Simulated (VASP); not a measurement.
Here is a VASP 6.6.1 calculation.

File INCAR:

```
SYSTEM = Si16HC16
ALGO = Normal
EDIFF = 1E-6
ENCUT = 520
GGA = PE
GGA_COMPAT = .FALSE.
ISIF = 2
ISMEAR = -1
LASPH = .TRUE.
LCHARG = .TRUE.
LELF = .TRUE.
LREAL = Auto
LVHAR = .TRUE.
LWAVE = .FALSE.
NBANDS = 86
NELECT = 130.0
NELM = 120
PREC = Accurate
SIGMA = 0.01
```

KPOINTS

```
k-points
0
G
  1 1 1
  0 0 0
```

Contents of POSCAR:

```
Si16HC16
1.0
    6.1879230296      0.0000000560      0.0000000000
   -3.0939615633      5.3588985123      0.0000000000
    0.0000000000      0.0000000000     10.1287833600
Si C H
16 16 1
Direct
    0.3274402320      0.1724590690      0.9357749449
    0.1666249040      0.3332884449      0.4367531508
   -0.0002317913     -0.0004236986      0.6886305969
   -0.0017494784     -0.0034699216      0.1863025538
    0.3274366021      0.6549082297      0.9357714226
    0.1675335528      0.8337422452      0.4363957712
   -0.0002316998      0.5001315073      0.6886319436
   -0.0017463038      0.5016750352      0.1863013349
    0.8450082215      0.1724712213      0.9357702519
    0.6661754687      0.3323882150      0.4363953882
    0.4999537544     -0.0000536450      0.6870510404
    0.4999685542     -0.0000401550      0.1833967825
    0.8332893852      0.6666137314      0.9430977017
    0.6661732932      0.8337353838      0.4363964299
    0.5003172044      0.5001260484      0.6886368333
    0.5033824648      0.5016653784      0.1863023303
    0.3338526989      0.1660327064      0.7455824355
    0.1666256451      0.3332911595      0.2471439610
   -0.0003871613     -0.0007427396      0.4983397530
   -0.0031816452     -0.0063342241      0.0009669934
    0.3338573375      0.6677570500      0.7455810184
    0.1678093030      0.8338850071      0.2482822404
   -0.0003871718      0.5003063347      0.4983419642
   -0.0031822734      0.5030888838      0.0009664330
    0.8321418281      0.1660386082      0.7455767651
    0.6660500085      0.3321311432      0.2482821626
    0.4999623803     -0.0000441916      0.4970832784
    0.4999655552     -0.0000500522     -0.0051216734
    0.8332853121      0.6666132696      0.7504665843
    0.6660477487      0.8338711957      0.2482840280
    0.5006537660      0.5003007874      0.4983451713
    0.5062307904      0.5030834866      0.0009639220
    0.1666057870      0.3332723848      0.8848763582
```

Potentials or basis: VASP PAW PBE potentials, release 64 (Si, C, H).

The run is started by

```sh
$ cat potpaw_PBE.64/Si/POTCAR potpaw_PBE.64/C/POTCAR potpaw_PBE.64/H/POTCAR > POTCAR
$ mpirun -np 1 vasp_gam > vasp.out
```

Question: What does it give for the largest force?

Answer: 0.015 eV/Å.

Forces on the atoms (eV/Å):
```
Si   0.000  0.000  0.003
Si   0.000  0.000  0.002
Si   0.000  0.004  0.002
Si   0.000 -0.001 -0.001
Si   0.000  0.001  0.003
Si  -0.002 -0.001  0.000
Si   0.003 -0.002  0.002
Si  -0.001  0.000 -0.002
Si  -0.001 -0.001  0.003
Si   0.000  0.002  0.001
Si   0.000  0.000 -0.002
Si   0.000  0.000  0.005
Si   0.000  0.000  0.003
Si   0.002 -0.001  0.001
Si  -0.003 -0.002  0.002
Si   0.001  0.000 -0.002
C    0.000  0.002  0.007
C    0.000 -0.001 -0.004
C    0.000  0.009  0.004
C    0.000  0.007 -0.013
C    0.000  0.002  0.007
C   -0.010 -0.006  0.002
C    0.008 -0.004  0.003
C    0.007 -0.004 -0.013
C    0.001  0.001  0.007
C    0.000  0.010  0.002
C    0.000 -0.001 -0.002
C    0.001  0.001 -0.001
C    0.000 -0.001 -0.005
C    0.008 -0.006  0.002
C   -0.007 -0.005  0.002
C   -0.007 -0.005 -0.013
H    0.000  0.000 -0.005
```

Caveat: the k points lie up to 1.17 Å⁻¹ apart, too coarse for converged energies, forces and pressures; the cell carries a net charge on a neutralising background, which shifts energy and pressure.
